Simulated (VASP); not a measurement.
Set up this calculation in VASP 6.6.1, as the native input.

* Task: single point
* Functional: PBE
* Potentials or basis: VASP PAW PBE potentials, release 64 (Li_sv)
* Cutoff: 520 eV
* k mesh: 4 × 4 × 2
* Occupations: gaussian, width 0.1 eV
* Spin: no spin polarisation
* Dipole correction: no
* Further INCAR settings: ALGO = Fast; EDIFF = 1e-07; NBANDS = 22

The structure of Li lies in POSCAR:

```
Li
1.0
    4.2595080928     -2.4837745110      0.2123387264
    4.2595080928      2.4837745110      0.2123387264
   -3.2992766315      0.0000000000      7.4201259727
Li
8
Direct
    0.6288944400      0.1202492085      1.1241314797
    1.0043483894      0.4956473876      0.2503796258
    0.8797507915      0.3711055600     -0.1241314797
    0.5043526124     -0.0043483894      0.7496203742
    0.7542474658      0.2457525342      0.5000000000
    0.1289340414      0.6205231233      0.6249323306
    0.3794768767      0.8710659586      0.3750676694
    0.2540592828      0.7459407172      0.0000000000
```

The cell was generated, and may not be a known phase.

One way to write it, as run:

INCAR

```
  PREC = Accurate
  ENCUT = 520
  EDIFF = 1E-7
  ISMEAR = 0
  SIGMA = 0.1
  LREAL = False
  LASPH = True
  NELM = 80
  ALGO = Fast
  ISIF = 2
  LWAVE = False
  LCHARG = False
  GGA = PE
  NBANDS = 22
```

KPOINTS

```
regular mesh
0
Gamma
  4 4 2
```

Potentials or basis: VASP PAW PBE potentials, release 64 (Li_sv).

Run with:

```sh
$ cat potpaw_PBE.64/Li_sv/POTCAR > POTCAR
$ mpirun -np 1 vasp_std > vasp.out
```

It gave:

* Largest force: 0.011 eV/Å
* Band gap on the k mesh: zero (bands 12 and 13 overlap by 2.86 eV)

Caveat: the k points lie up to 0.41 Å⁻¹ apart, too coarse for converged energies and pressures of a metal.

It took 99 s on 1 thread of Oxide Virtual Turin-like Processor, with other jobs on the host, peak memory 0.24 GiB.
